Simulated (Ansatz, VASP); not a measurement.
**Two plane-wave programs on Zn**

```
CELL_PARAMETERS angstrom
-1.56904 1.56904 1.56904
1.56904 -1.56904 1.56904
1.56904 1.56904 -1.56904
ATOMIC_POSITIONS crystal
Zn 0.00000 0.00000 0.00000
```

Alike in both runs: task single point; functional PBE; k mesh 12 × 12 × 12; occupations gaussian, width 0.02 eV; no spin polarisation.

```csv
,VASP,Ansatz
version,VASP 6.6.1,Ansatz 0.2.0
potentials or method,"VASP PAW PBE potentials, release 64 (Zn)",Ansatz PAW
plane-wave cutoff (eV),500,420
valence electrons in the cell,12,12
```

Ansatz gave:

- gap on the k mesh at the Fermi level (eV): none
- pressure (GPa): -0.2

Estimate VASP's values.

gap on the k mesh at the Fermi level (eV): none; pressure (GPa): 0.1.

A gap of «none» marks a metal or a gap that the smearing closes.
